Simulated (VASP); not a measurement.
Set up this calculation in VASP 6.6.1, as the native input.

```
Task                   : relaxation of cell and atoms
Functional             : PBE
Potentials or basis    : VASP PAW PBE potentials, release 64 (Ta_pv, B, Mo_sv)
Cutoff                 : 600 eV
k mesh                 : 12 × 12 × 6
Occupations            : gaussian, width 0.1 eV
Spin                   : no spin polarisation
Dipole correction      : no
Further INCAR settings : ALGO = Normal; EDIFF = 1e-07; IBRION = 2; EDIFFG = -0.01; NSW = 100; ISIF = 3
```

The structure of TaB3Mo2 lies in POSCAR:

```
TaB3Mo2
1.0
    3.1827834995      0.0000000000      0.0000000000
   -1.5913917498      2.7563713653      0.0000000000
    0.0000000000      0.0000000000      7.8095085077
Ta B Mo
1 3 2
Direct
    0.0000000000      0.0000000000      0.0000000000
    0.6666666667      0.3333333333      0.1725694063
    0.3333333333      0.6666666667      0.8274305937
    0.0000000000      0.0000000000      0.5000000000
    0.6666666667      0.3333333333      0.6643814481
    0.3333333333      0.6666666667      0.3356185519
```

The cell was generated, and may not be a known phase.

One way to write it, as run:

INCAR

```
PREC = Accurate ; ENCUT = 600
EDIFF = 1E-7 ; ISMEAR = 0
SIGMA = 0.1 ; LREAL = F
LASPH = T ; NELM = 60
ALGO = Normal ; ISIF = 3
LWAVE = F ; LCHARG = F
GGA = PE ; IBRION = 2
NSW = 100 ; EDIFFG = -0.01
```

KPOINTS

```
regular mesh
0
Gamma
  12 12 6
```

Potentials or basis: VASP PAW PBE potentials, release 64 (Ta_pv, B, Mo_sv).

The run is started by

```sh
$ cat potpaw_PBE.64/Ta_pv/POTCAR potpaw_PBE.64/B/POTCAR potpaw_PBE.64/Mo_sv/POTCAR > POTCAR
$ mpirun -np 1 vasp_std > vasp.out
```

Results of the run:

```yaml
Relaxed_volume: 11.43 Å³/atom
Relaxed_cell: a = 3.182 Å, b = 3.182 Å, c = 7.822 Å, α = 90.00°, β = 90.00°, γ = 120.00°
Space_group_after_relaxing_to_0.1_Å: P-3m1 (No. 164)
Energy_gained_by_relaxing: 0.1 meV/atom
Ionic_steps: 6
Pressure_after_relaxing: 0.0 GPa
Largest_force_after_relaxing: 0.003 eV/Å
Band_gap_on_the_k_mesh: zero (bands 24 and 25 overlap by 1.99 eV)
```

Caveat: spin-orbit coupling is left out, which moves the levels of the heavy elements.

Wall time 9.8 min on 1 thread of Intel(R) Xeon(R) Platinum 8559C (Emerald Rapids) (shared host), peak memory 0.4 GiB.
